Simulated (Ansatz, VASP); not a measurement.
**Two plane-wave programs on MgPtS3**

```
CELL_PARAMETERS angstrom
3.77926 0.00000 0.00000
0.00000 3.43278 0.00000
0.00000 0.00000 6.78737
ATOMIC_POSITIONS crystal
Mg 0.00000 0.50000 0.73447
Pt 0.50000 0.00000 0.28307
S 0.00000 0.50000 0.34455
S 0.50000 0.00000 0.63615
S 0.50000 0.50000 0.00175
```

Alike in both runs: functional PBE; k mesh 3 × 3 × 2; occupations gaussian, width 0.15 eV; no spin polarisation.

Ansatz relaxed the structure, and its values are those at the end. VASP's run is a single point on that final structure, the one shown.

```csv
,VASP,Ansatz
version,VASP 6.6.1,Ansatz 0.2.0
potentials or method,"VASP PAW PBE potentials, release 64 (Mg_sv, Pt_sv_GW, S), cutoff 840 eV","scalar-relativistic, plane waves, PAW"
valence electrons in the cell,46,46
```

VASP gave:

| Quantity | Value |
| --- | --- |
| gap on the k mesh at the Fermi level (eV) | none |
| pressure (GPa) | 0.1 |
| rms of the force components (eV/Å) | 0.025 |

**Question.** What did Ansatz give for the same quantities?

**Answer.** gap on the k mesh at the Fermi level (eV): none; pressure (GPa): 0.3; rms of the force components (eV/Å): 0.020.

A gap of «none» marks a metal or a gap that the smearing closes. With one functional, cell and mesh, what is left measures potentials, basis and numerics.

The k mesh is coarse, so the values compare programs but aren't converged. Spin-orbit coupling is off throughout.
